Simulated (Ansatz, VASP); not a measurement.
**WC in VASP and in Ansatz**

File INCAR:

```
PREC = Accurate
ENCUT = 520
EDIFF = 1E-6
ISMEAR = 0
SIGMA = 0.15
LREAL = F
LASPH = T
NELM = 60
ALGO = Normal
ISIF = 2
LWAVE = F
LCHARG = T
GGA = PS
LELF = T
LVHAR = T
NBANDS = 16
```

The input KPOINTS:

```
regular mesh
0
Gamma
  24 24 22
```

Contents of POSCAR:

```
WC
1.0
    3.1302867604      0.0000000000      0.0000000000
   -1.5651433802      2.7109078556      0.0000000000
    0.0000000000      0.0000000000      2.8276119036
W C
1 1
Direct
    0.0000000000      0.0000000000      0.0000000000
    0.6666666667      0.3333333333      0.5000000000
```

Input for Ansatz:

```yaml
crystal:
  lattice:
    - [3.1302867604, 0.0, 0.0]
    - [-1.5651433802, 2.7109078556, 0.0]
    - [0.0, 0.0, 2.8276119036]
  atoms:
    - { symbol: W, position: [0.0, 0.0, 0.0] }
    - { symbol: C, position: [0.6666666667, 0.3333333333, 0.5] }
basis:
  ecutwfc: 420
kpoints:
  mp_grid: { grid: [24, 24, 22] }
hamiltonian:
  xc: pbesol
scf:
  occupations: { method: gaussian, width: 0.15 }
output:
  forces: true
  stress: true
  eigenvalues: true
```

Change from the starting cell: strain +0.080 along x and y, +0.000 along z, atoms carried along.

Alike in both runs: task single point; functional PBEsol; k mesh 24 × 24 × 22; occupations gaussian, width 0.15 eV; no spin polarisation.

|  | VASP | Ansatz |
| --- | --- | --- |
| version | VASP 6.6.1 | Ansatz 0.2.0 |
| potentials or method | VASP PAW PBE potentials, release 64 (W_sv, C), cutoff 520 eV | scalar-relativistic, plane waves, PAW |
| valence electrons in the cell | 18 | 18 |

VASP gave:

```
gap on the k mesh at the Fermi level (eV)                     : none
pressure (GPa)                                                : -41.0
traceless stress, the component that is largest in VASP (GPa) : 21.97
```

Estimate Ansatz's values.

gap on the k mesh at the Fermi level (eV): none; pressure (GPa): -41.7; traceless stress, the component that is largest in VASP (GPa): 21.78.

VASP's potentials were made for PBE, not for PBEsol. A gap of «none» marks a metal or a gap that the smearing closes. Both programs put the cell under strong tension, so it lies far from rest at this level.

Spin-orbit coupling is off throughout. Noted on VASP's run: the cell as given lies far from equilibrium.
